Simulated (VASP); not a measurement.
Write the native input for VASP 6.6.1 that does the following.

```
Task                   : single point
Functional             : PBE
Potentials or basis    : VASP PAW PBE potentials, release 64 (Rb_sv, Na_pv, Te)
Cutoff                 : 520 eV
k mesh                 : 3 × 3 × 3
Occupations            : gaussian, width 0.1 eV
Spin                   : no spin polarisation
Dipole correction      : no
Further INCAR settings : ALGO = Fast; EDIFF = 1e-06; NBANDS = 30
```

The structure of RbNa3Te2 lies in POSCAR:

```
RbNa3Te2
1.0
    3.2485748500      1.8755655600      4.5193435900
   -3.2485748500      1.8755655600      4.5193435900
    0.0000000000     -3.7511311200      4.5193435900
Rb Na Te
1 3 2
Direct
    0.0000000000      0.0000000000      0.0000000000
    0.0000000000      0.0000000000      0.5000000000
    0.5000000000      0.0000000000      0.0000000000
    0.0000000000      0.5000000000      0.0000000000
    0.6292808700      0.6292808700      0.6292808700
    0.3707191300      0.3707191300      0.3707191300
```

The cell was generated, and may not be a known phase.

These files were run (other wordings do the same):

INCAR

```
PREC = Accurate
ENCUT = 520
EDIFF = 1E-6
ISMEAR = 0
SIGMA = 0.1
LREAL = False
LASPH = True
NELM = 100
ALGO = Fast
ISIF = 2
LWAVE = False
LCHARG = True
GGA = PE
LELF = True
LVHAR = True
NBANDS = 30
```

KPOINTS

```
Automatic mesh
0
Gamma
  3 3 3
```

Potentials or basis: VASP PAW PBE potentials, release 64 (Rb_sv, Na_pv, Te).

The run is started by

```console
$ cat potpaw_PBE.64/Rb_sv/POTCAR potpaw_PBE.64/Na_pv/POTCAR potpaw_PBE.64/Te/POTCAR > POTCAR
$ mpirun -np 1 vasp_std > vasp.out
```

It gave:

```json
{
  "Pressure": "3.4 GPa",
  "Largest force": "0.477 eV/Å",
  "Band gap on the k mesh": "zero (bands 21 and 22 overlap by 0.73 eV)"
}
```

Caveat: the k points lie up to 0.40 Å⁻¹ apart, too coarse for converged energies and pressures of a metal; spin-orbit coupling is left out, which moves the levels of the heavy elements.

It took 100 s on 1 thread of Intel Xeon 8259CL, on a shared host, peak memory 0.33 GiB.
